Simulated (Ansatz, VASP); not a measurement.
CuO in VASP and in Ansatz

File INCAR:

```
SYSTEM = CuO
PREC = Accurate
ENCUT = 520
EDIFF = 1E-7
ISMEAR = -1
SIGMA = 0.05
LREAL = .False.
LASPH = .True.
NELM = 80
ALGO = Normal
ISIF = 2
LWAVE = .False.
LCHARG = .True.
GGA = PE
LELF = .True.
LVHAR = .True.
NBANDS = 25
```

KPOINTS

```
Automatic mesh
0
Gamma
  10 10 6
  0 0 0
```

File POSCAR:

```
CuO
1.0
    0.0000000000     -2.1580717154     -2.1580717154
   -2.1580717154      0.0000000000     -2.1580717154
    2.1580717154      2.1580717154     -4.3161434309
Cu O
2 2
Direct
    0.5038875400      0.4769880100      0.4880064000
    0.0038875400      0.9769880100      0.9880064000
    0.7461124600      0.7730119900      0.7619936000
    0.2461124600      0.2730119900      0.2619936000
```

input.yaml

```yaml
crystal:
  lattice:
    - [0.0, -2.1580717154, -2.1580717154]
    - [-2.1580717154, 0.0, -2.1580717154]
    - [2.1580717154, 2.1580717154, -4.3161434309]
  atoms:
    - { symbol: Cu, position: [0.50388754, 0.47698801, 0.4880064] }
    - { symbol: Cu, position: [0.00388754, 0.97698801, 0.9880064] }
    - { symbol: O, position: [0.74611246, 0.77301199, 0.7619936] }
    - { symbol: O, position: [0.24611246, 0.27301199, 0.2619936] }
kpoints:
  mp_grid: { grid: [10, 10, 6] }
scf:
  occupations: { method: fermi_dirac, width: 0.05 }
hamiltonian:
  xc: pbe
  pseudopotentials: { kind: all_electron, lapw: { basis_error: 0.001 } }
output:
  forces: true
  stress: true
  eigenvalues: true
```

Change from the starting cell: volume scaled by 1.06.

Alike in both runs: task single point; functional PBE; k mesh 10 × 10 × 6; occupations fermi-dirac, width 0.05 eV; no spin polarisation.

```csv
,VASP,Ansatz
version,VASP 6.6.1,Ansatz 0.2.0
potentials or method,"VASP PAW PBE potentials, release 64 (Cu, O), cutoff 520 eV","all-electron LAPW, scalar-relativistic"
```

Ansatz gave:

| Item | Value |
| --- | --- |
| gap on the k mesh at the Fermi level (eV) | none |
| pressure (GPa) | -4.4 |
| traceless stress, the component that is largest in VASP (GPa) | 3.71 |
| rms of the force components (eV/Å) | 0.520 |

What did VASP give for the same quantities?

gap on the k mesh at the Fermi level (eV): none; pressure (GPa): -4.1; traceless stress, the component that is largest in VASP (GPa): 3.93; rms of the force components (eV/Å): 0.544.

Atom by atom the forces differ by 0.025 eV/Å (rms over components). A gap of «none» marks a metal or a gap that the smearing closes. Ansatz ran all-electron here, and VASP with PAW potentials.
